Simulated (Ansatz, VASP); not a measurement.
## One calculation of KF, two programs

INCAR

```
  PREC = Accurate
  ENCUT = 520
  EDIFF = 1E-7
  ISMEAR = 0
  SIGMA = 0.05
  LREAL = False
  LASPH = True
  NELM = 60
  ALGO = Normal
  ISIF = 2
  LWAVE = False
  LCHARG = True
  LELF = True
  LVHAR = True
  NBANDS = 15
```

KPOINTS

```
Automatic mesh
0
Gamma
  8 8 8
```

POSCAR

```
KF
1.0
    3.3567236500      0.0000000000      0.0000000000
    0.0000000000      3.3567236500      0.0000000000
    0.0000000000      0.0000000000      3.3567236500
K F
1 1
Direct
    0.0000000000      0.0000000000      0.0000000000
    0.5000000000      0.5000000000      0.5000000000
```

Input for Ansatz:

```yaml
crystal:
  lattice:
    - [3.35672365, 0.0, 0.0]
    - [0.0, 3.35672365, 0.0]
    - [0.0, 0.0, 3.35672365]
  atoms:
    - { symbol: K, position: [0.0, 0.0, 0.0] }
    - { symbol: F, position: [0.5, 0.5, 0.5] }
basis:
  ecutwfc: 420
kpoints:
  mp_grid: { grid: [8, 8, 8] }
hamiltonian:
  xc: lda
scf:
  occupations: { method: gaussian, width: 0.05 }
output:
  forces: true
  stress: true
  eigenvalues: true
```

Change from the starting cell: strain +0.030 along x and y, +0.030 along z, atoms carried along.

Alike in both runs: task single point; functional LDA; k mesh 8 × 8 × 8; occupations gaussian, width 0.05 eV; no spin polarisation.

|  | VASP | Ansatz |
| --- | --- | --- |
| version | VASP 6.6.1 | Ansatz 0.2.0 |
| potentials or method | VASP PAW LDA potentials, release 64 (K_sv, F), cutoff 520 eV | scalar-relativistic, plane waves, PAW |
| valence electrons in the cell | 16 | 16 |

Ansatz gave:

- gap on the k mesh at the Fermi level (eV): 5.37
- least direct gap on the mesh (eV): 5.43
- pressure (GPa): -7.1

Which values does VASP return?

gap on the k mesh at the Fermi level (eV): 5.35; least direct gap on the mesh (eV): 5.42; pressure (GPa): -7.1.

LDA's correlation is that of Perdew and Zunger in VASP and of Perdew and Wang (1992) in Ansatz.
